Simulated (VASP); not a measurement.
# Si (Fd-3m) in VASP: a series of runs

Si is run at these levels: PBEsol; tasks: single point, relaxation of cell and atoms.

Everything below comes from runs of VASP 6.6.1. Logs are shortened: lines on timing, memory, paths and dates and some standing lists are left out, and cuts for length are marked.

### 1 The cell of the first run

It takes space group Fd-3m (No. 227, cubic). The conventional cell has a = 5.433 Å, b = 5.433 Å, c = 5.433 Å, α = 90.00°, β = 90.00°, γ = 90.00°. Si (site symmetry -43m) has 4 Si at 2.35 Å within 3.1 Å.

### 2 Single point, PBEsol

INCAR

```
PREC = Accurate ; ENCUT = 500
EDIFF = 1E-6 ; ISMEAR = 0
SIGMA = 0.02 ; LREAL = F
LASPH = T ; NELM = 120
ALGO = Normal ; ISIF = 2
LWAVE = F ; LCHARG = F
GGA = PS ; NBANDS = 11
GGA_COMPAT = F
```

KPOINTS

```
regular mesh
0
Gamma
  10 10 10
```

POSCAR

```
Si
1.0
    0.0000000000      2.7167281733      2.7167281733
    2.7167281733      0.0000000000      2.7167281733
    2.7167281733      2.7167281733      0.0000000000
Si
2
Direct
    0.0000000000      0.0000000000      0.0000000000
    0.2500000000      0.2500000000      0.2500000000
```

Potentials or basis: VASP PAW PBE potentials, release 64 (Si).

Started as:

```console
> cat potpaw_PBE.64/Si/POTCAR > POTCAR
> mpirun -np 1 vasp_std > vasp.out
```

OUTCAR:

```text
PREC = Accurate
   ENCUT = 500
   EDIFF = 1E-6
   ISMEAR = 0
   LREAL = F
   LASPH = T
   NELM = 120
   ISIF = 2
   GGA = PS

 ion  position               nearest neighbor table
   1  0.000  0.000  0.000-   2 2.35   2 2.35   2 2.35   2 2.35
   2  0.250  0.250  0.250-   1 2.35   1 2.35   1 2.35   1 2.35

  LATTYP: Found a face centered cubic cell.
 ALAT       =     5.4334563466

  Lattice vectors:

 A1 = (   0.0000000000,   2.7167281733,   2.7167281733)
 A2 = (   2.7167281733,   0.0000000000,   2.7167281733)
 A3 = (   2.7167281733,   2.7167281733,   0.0000000000)

Analysis of symmetry for initial positions (statically):
=====================================================================
 Subroutine PRICEL returns:
 Original cell was already a primitive cell.

 Routine SETGRP: Setting up the symmetry group for a
 face centered cubic supercell.

 Subroutine GETGRP returns: Found 48 space group operations
 (whereof 24 operations were pure point group operations)
 out of a pool of 48 trial point group operations.

The static configuration has the point symmetry T_d .
 The point group associated with its full space group is O_h .

Analysis of symmetry for dynamics (positions and initial velocities):
=====================================================================
 Subroutine PRICEL returns:
 Original cell was already a primitive cell.

 Routine SETGRP: Setting up the symmetry group for a
 face centered cubic supercell.

 Subroutine GETGRP returns: Found 48 space group operations
 (whereof 24 operations were pure point group operations)
 out of a pool of 48 trial point group operations.

The dynamic configuration has the point symmetry T_d .
 The point group associated with its full space group is O_h .

 Subroutine INISYM returns: Found 48 space group operations
 (whereof 24 operations are pure point group operations),
 and found     1 'primitive' translations

----------------------------------------------------------------------------------------

                                     Primitive cell

  volume of cell :      40.1022

  direct lattice vectors                    reciprocal lattice vectors
     0.000000000  2.716728173  2.716728173    -0.184044913  0.184044913  0.184044913
     2.716728173  0.000000000  2.716728173     0.184044913 -0.184044913  0.184044913
     2.716728173  2.716728173  0.000000000     0.184044913  0.184044913 -0.184044913

  length of vectors
     3.842033828  3.842033828  3.842033828     0.318775140  0.318775140  0.318775140

  position of ions in fractional coordinates (direct lattice)
     0.000000000  0.000000000  0.000000000
     0.250000000  0.250000000  0.250000000

  ion indices of the primitive-cell ions
   primitive index   ion index
                 1           1
                 2           2

----------------------------------------------------------------------------------------

 KPOINTS: regular mesh

Automatic generation of k-mesh.
 Grid dimensions read from file:
 generate k-points for:   10   10   10

 Generating k-lattice:

  Cartesian coordinates                     Fractional coordinates (reciprocal lattice)
    -0.018404491  0.018404491  0.018404491     0.100000000  0.000000000  0.000000000
     0.018404491 -0.018404491  0.018404491     0.000000000  0.100000000  0.000000000
     0.018404491  0.018404491 -0.018404491     0.000000000  0.000000000  0.100000000

  Length of vectors
     0.031877514  0.031877514  0.031877514

  Shift w.r.t. Gamma in fractional coordinates (k-lattice)
     0.000000000  0.000000000  0.000000000

 Subroutine IBZKPT returns following result:
 ===========================================

 Found     47 irreducible k-points:

 Following reciprocal coordinates:
            Coordinates               Weight
  0.000000  0.000000  0.000000      1.000000
  0.100000  0.000000  0.000000      8.000000
  0.200000  0.000000  0.000000      8.000000
  0.300000  0.000000  0.000000      8.000000
  0.400000  0.000000  0.000000      8.000000
  0.500000  0.000000  0.000000      4.000000
[... 16 lines left out ...]
  0.300000  0.300000  0.000000      6.000000
  0.400000  0.300000  0.000000     24.000000
 [... further k-points ...]
   k-points           NKPTS =     47   k-points in BZ     NKDIM =     47   number of bands    NBANDS=     11
   number of dos      NEDOS =    301   number of ions     NIONS =      2
   total plane-waves  NPLWV =  21952
   dimension x,y,z NGX =    28 NGY =   28 NGZ =   28
   dimension x,y,z NGXF=    56 NGYF=   56 NGZF=   56
   ions per type =               2
   NGX,Y,Z   is equivalent  to a cutoff of  12.12, 12.12, 12.12 a.u.
   NGXF,Y,Z  is equivalent  to a cutoff of  24.23, 24.23, 24.23 a.u.
 SYSTEM =  unknown system
   PREC   = accura    normal or accurate (medium, high low for compatibility)
   ISTART =      0    job   : 0-new  1-cont  2-samecut
   ICHARG =      2    charge: 1-file 2-atom 10-const
   ISPIN  =      1    spin polarized calculation?
   LNONCOLLINEAR =      F non collinear calculations
   LSORBIT =      F    spin-orbit coupling
   LASPH  =      T    aspherical Exc in radial PAW
   ENCUT  =  500.0 eV  36.75 Ry    6.06 a.u.   7.00  7.00  7.00*2*pi/ulx,y,z
   NELM   =    120;   NELMIN=  2; NELMDL= -5     # of ELM steps
   EDIFF  = 0.1E-05   stopping-criterion for ELM
   LREAL  =      F    real-space projection
   EDIFFG = 0.1E-04   stopping-criterion for IOM
   NSW    =      0    number of steps for IOM
   IBRION =     -1    ionic relax: 0-MD 1-quasi-New 2-CG
   NFREE  =      0    steps in history (QN), initial steepest desc. (CG)
   ISIF   =      2    stress and relaxation
   ISYM   =      2    0-nonsym 1-usesym 2-fastsym
   POTIM  = 0.5000    time-step for ionic-motion
   TEBEG  =    0.0;   TEEND  =   0.0 temperature during run
   PSTRESS=    0.0 pullay stress
   NELECT =       8.0000    total number of electrons
   NUPDOWN=      -1.0000    fix difference up-down
   EMIN   =  10.00;   EMAX   =-10.00  energy-range for DOS
   EFERMI =   0.00;   METHOD = LEGACY
   ISMEAR =     0;   SIGMA  =   0.02  broadening in eV -4-tet -1-fermi 0-gaus
   EFERMI_NEDOS =   21; number of points for ismear=-14 and -15
   IALGO  =     38    algorithm
   IMIX   =      4    mixing-type and parameters
     AMIX     =   0.40;   BMIX     =  1.00
     AMIX_MAG =   1.60;   BMIX_MAG =  1.00
  volume/ion in A,a.u.               =      20.05       135.31
  Fermi-wavevector in a.u.,A,eV,Ry     =   0.956567  1.807649 12.449604  0.915020
  Thomas-Fermi vector in A             =   2.085507
   LORBIT       =      0    0 simple, 1 ext, 2 COOP (PROOUT), +10 PAW based schemes
   GGA     = PS    functional components
   LHFCALC =     F    Hartree Fock is set to
   AEXX    =    0.0000 exact exchange contribution
   IVDW    =     0    specifies the selected vdW correction
   LEPSILON=     F    determine dielectric tensor
   LRPA    =     F    only Hartree local field effects (RPA)
 non-spin polarized calculation
 Gauss-broadening in eV      SIGMA  =   0.02
  energy-cutoff  :      500.00
  volume of cell :       40.10
 maximum number of plane-waves:      1034
   NGX = 13   NGY = 13   NGZ = 13

 number of electron       8.0000001 magnetization

 Free energy of the ion-electron system (eV)
  ---------------------------------------------------
  ext. energy  EPLUGINS =         0.00000000
  ---------------------------------------------------
  free energy    TOTEN  =       -11.49263374 eV

  energy without entropy =      -11.49263374  energy(sigma->0) =      -11.49263374

 E-fermi :   5.9417     XC(G=0):  -9.5478

 val. band max:        5.7746789687   @ k =   0.0000   0.0000   0.0000
 cond. band min:       6.2438220065   @ k =   0.4000   0.4000   0.0000
 fundamental gap:      0.4691430378
 Fermi energy:         5.9416895957

 k-point     1 :       0.0000    0.0000    0.0000
  band No.  band energies     occupation
      1      -6.2052      2.00000
      2       5.7747      2.00000
      3       5.7747      2.00000
      4       5.7747      2.00000
      5       8.2914      0.00000
      6       8.2914      0.00000
      7       8.2914      0.00000
      8       9.0815      0.00000
      9      13.4622      0.00000
     10      13.4622      0.00000
     11      13.4788      0.00000

 k-point     2 :       0.1000    0.0000    0.0000
  band No.  band energies     occupation
      1      -6.0740      2.00000
      2       4.6181      2.00000
      3       5.5738      2.00000
      4       5.5738      2.00000
      5       8.2919      0.00000
      6       8.5860      0.00000
      7       8.5860      0.00000
      8      10.0095      0.00000
      9      13.0885      0.00000
     10      13.0885      0.00000
     11      14.0306      0.00000

 k-point     3 :       0.2000    0.0000    0.0000
  band No.  band energies     occupation
      1      -5.6864      2.00000
      2       2.7468      2.00000
      3       5.1908      2.00000
      4       5.1908      2.00000
      5       7.9257      0.00000
      6       9.0934      0.00000
      7       9.0934      0.00000
      8      11.7583      0.00000
      9      12.7602      0.00000
     10      12.7602      0.00000
     11      14.7052      0.00000

 k-point     4 :       0.3000    0.0000    0.0000
  band No.  band energies     occupation
      1      -5.0686      2.00000
      2       0.9542      2.00000
      3       4.8556      2.00000
      4       4.8556      2.00000
      5       7.5587      0.00000
      6       9.2539      0.00000
      7       9.2539      0.00000
      8      13.2912      0.00000
      9      13.3066      0.00000
     10      13.3066      0.00000
     11      14.4951      0.00000
[... 239 lines left out ...]
 k-point    22 :      -0.2000    0.2000    0.0000
  band No.  band energies     occupation
      1      -4.8521      2.00000
      2       1.2886      2.00000
      3       2.7343      2.00000
      4       4.9263      2.00000
      5       8.6017      0.00000
      6       9.7205      0.00000
      7      10.0141      0.00000
      8      11.4232      0.00000
      9      11.8129      0.00000
     10      16.3399      0.00000
     11      16.5096      0.00000

 k-point    23 :       0.3000    0.3000    0.0000
  band No.  band energies     occupation
      1      -4.6519      2.00000
      2       1.3569      2.00000
      3       3.5284      2.00000
      4       3.5284      2.00000
      5       6.5348      0.00000
      6       8.0737      0.00000
      7      12.3860      0.00000
      8      12.3860      0.00000
      9      14.8364      0.00000
     10      15.2002      0.00000
     11      18.0422      0.00000

 k-point    24 :       0.4000    0.3000    0.0000
  band No.  band energies     occupation
      1      -4.0370      2.00000
      2       0.3500      2.00000
      3       2.8884      2.00000
      4       3.3233      2.00000
      5       6.7224      0.00000
      6       7.9097      0.00000
      7      12.6792      0.00000
      8      12.7987      0.00000
      9      16.2104      0.00000
     10      16.4780      0.00000
     11      17.8088      0.00000

 [... further k-points ...]
[... 5 lines left out ...]
  --------------------------------------------------------------------------------------
  -------------------------------------------------------------------------------------
  Total        0.0298543      0.0298543      0.0298543      0.0000000      0.0000000     -0.0000000
  in kB        1.1927479      1.1927479      1.1927479      0.0000000      0.0000000     -0.0000000
  external PRESSURE =       1.1927479 kB  Pullay stress =       0.0000000 kB

 VOLUME and BASIS-vectors are now :
 -----------------------------------------------------------------------------
  energy-cutoff  :      500.00
  volume of cell :       40.10
      direct lattice vectors                 reciprocal lattice vectors
     0.000000000  2.716728173  2.716728173    -0.184044913  0.184044913  0.184044913
     2.716728173  0.000000000  2.716728173     0.184044913 -0.184044913  0.184044913
     2.716728173  2.716728173  0.000000000     0.184044913  0.184044913 -0.184044913

 POSITION                                       TOTAL-FORCE (eV/Angst)
 -----------------------------------------------------------------------------------
      0.00000      0.00000      0.00000         0.000000     -0.000000      0.000000
      1.35836      1.35836      1.35836        -0.000000      0.000000     -0.000000
 -----------------------------------------------------------------------------------
    total drift:                                0.000000      0.000000     -0.000000

  FREE ENERGIE OF THE ION-ELECTRON SYSTEM (eV)
  ---------------------------------------------------
  free  energy   TOTEN  =       -11.4926337427 eV

  energy  without entropy=      -11.4926337427  energy(sigma->0) =      -11.49263374
```

Run time: 19 s. Hardware: 1 thread of Intel Xeon Platinum 8259CL at 2.50GHz (Skylake/Cascade Lake), shared host; peak memory 0.15 GiB.

What came out:

```yaml
Free_energy: -11.4926 eV
Pressure: 0.1 GPa
Band_gap_on_the_k_mesh: 0.47 eV, indirect (least direct gap 2.52 eV)
```

Caveat: the PAW data sets were made with another functional, which shifts forces and pressure a little. As with any semilocal functional, this PBEsol gap is likely too small.

[end of part 1 of 2]
